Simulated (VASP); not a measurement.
Input of a VASP 6.6.1 run:

INCAR

```
SYSTEM = HfSiO4
PREC = Accurate
ENCUT = 600
EDIFF = 1E-7
ISMEAR = 0
SIGMA = 0.1
LREAL = .FALSE.
LASPH = .TRUE.
NELM = 80
ALGO = Normal
ISIF = 3
LWAVE = .FALSE.
LCHARG = .FALSE.
GGA = PE
IBRION = 2
NSW = 90
EDIFFG = -0.04
```

KPOINTS

```
regular mesh
0
G
  6 6 6
  0 0 0
```

The input POSCAR:

```
HfSiO4
1.0
    5.5964196571      0.0000000000      0.0000000000
   -2.7982098285      4.8466415933      0.0000000000
    0.0000000000      0.0000000000      3.1964547368
Hf Si O
1 1 4
Direct
    0.3333333333      0.6666666667      0.0000000000
    0.6666666667      0.3333333333      0.5000000000
    0.4836162713      0.5163837287      0.5000000000
    0.4836162713      0.9672325426      0.5000000000
    0.0327674574      0.5163837287      0.5000000000
    0.6666666667      0.3333333333      0.0000000000
```

Potentials or basis: VASP PAW PBE potentials, release 64 (Hf_pv, Si, O).

Launch:

```console
$ cat potpaw_PBE.64/Hf_pv/POTCAR potpaw_PBE.64/Si/POTCAR potpaw_PBE.64/O/POTCAR > POTCAR
$ mpirun -np 1 vasp_std > vasp.out
```

**Question.** Predict the relaxed volume.

**Answer.** 14.37 Å³/atom.

**Question.** What does it give for the space group after relaxing (to 0.05 Å)?

**Answer.** P-6m2 (No. 187).

**Question.** Estimate the relaxed cell.

**Answer.** a = 5.590 Å, b = 5.590 Å, c = 3.186 Å, α = 90.00°, β = 90.00°, γ = 120.00°.

Final structure:
```cif
data_structure
_symmetry_space_group_name_H-M 'P 1'
_symmetry_Int_Tables_number 1
_cell_length_a 5.5899
_cell_length_b 5.5899
_cell_length_c 3.1860
_cell_angle_alpha 90.000
_cell_angle_beta 90.000
_cell_angle_gamma 120.000
_cell_volume 86.21
loop_
_atom_site_label
_atom_site_type_symbol
_atom_site_fract_x
_atom_site_fract_y
_atom_site_fract_z
_atom_site_occupancy
Hf1 Hf 0.33333 0.66667 0.00000 1
Si1 Si 0.66667 0.33333 0.50000 1
O1 O 0.48327 0.51673 0.50000 1
O2 O 0.48327 0.96654 0.50000 1
O3 O 0.03346 0.51673 0.50000 1
O4 O 0.66667 0.33333 0.00000 1
```
